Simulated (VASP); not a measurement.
Runs of VASP 6.6.1 on MnO2. The structure is that of space group P4_2/mnm (No. 136), or close to it. The cells are those of the table. 

| cell | k mesh | gap on the mesh (eV) | pressure (GPa) | moment (μB) | largest force (eV/Å) |
| --- | --- | --- | --- | --- | --- |
| a = 4.456, b = 4.456, c = 2.943 Å, 6 atoms | 8 × 8 × 12 | none | 0.7 | 6.06 | 0.02 |
| a = 4.458, b = 4.458, c = 2.943 Å, 6 atoms | 4 × 4 × 8 | none | 0.7 | 6.08 | 0.03 |
| a = 4.456, b = 4.456, c = 3.120 Å, 6 atoms | 8 × 8 × 12 | none | (a) | (b) | 0.02 |
| a = 4.634, b = 4.634, c = 2.873 Å, 6 atoms | 8 × 8 × 12 | none | -6.2 | 6.06 | 0.02 |

Alike in all rows: task single point; level PBE+U; potentials or basis VASP PAW PBE potentials, release 64 (Mn_pv, O); spin collinear, ferromagnetic start; Mn d U = 3.9 eV; cutoff (eV) 520; smearing gaussian 0.1 eV.

Estimate the missing entries.

(a) -7.9; (b) 6.05.

Caveats: only a ferromagnetic start was run, and an antiferromagnetic order may lie lower in energy.

A gap of «none» marks levels without a gap at the run's occupations.
